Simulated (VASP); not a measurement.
**C: single point with PBEsol**

The system is C.

```xyz
1
Lattice="0.0000 1.5187 1.5187 1.5187 0.0000 1.5187 1.5187 1.5187 0.0000" Properties=species:S:1:pos:R:3 pbc="T T T"
C     0.0000    0.0000    0.0000
```

| Item | Value |
| --- | --- |
| Program | VASP 6.6.1 |
| Task | single point |
| Functional | PBEsol |
| Potentials or basis | VASP PAW PBE potentials, release 64 (C) |
| Cutoff | 520 eV |
| k mesh | 24 × 24 × 24 |
| Occupations | fermi-dirac, width 0.08 eV |
| Spin | no spin polarisation |
| Dipole correction | no |
| Further INCAR settings | ALGO = Normal; EDIFF = 1e-06; NBANDS = 8 |

- Pressure: 0.3 GPa
- Band gap on the k mesh: zero (bands 2 and 3 overlap by 12.11 eV)

Levels at points of the mesh, in eV from the Fermi level:
| k point | band 1 | band 2 | band 3 | band 4 | band 5 | band 6 |
| --- | --- | --- | --- | --- | --- | --- |
| (0.00, 0.00, 0.00) | -19.37 | 8.33 | 8.33 | 8.33 | 30.46 | 30.46 |
| (0.50, 0.00, 0.00) | -9.56 | -9.14 | 6.53 | 6.53 | 25.33 | 27.79 |
| (0.50, 0.50, 0.00) | -7.16 | -5.43 | 2.29 | 2.29 | 14.89 | 16.30 |

Run time: 3.9 s on 1 thread of Intel(R) Xeon(R) 6975P-C (Granite Rapids), with other jobs on the host, peak memory 0.12 GiB.

Caveat: the PAW data sets were made with another functional, which shifts forces and pressure a little.
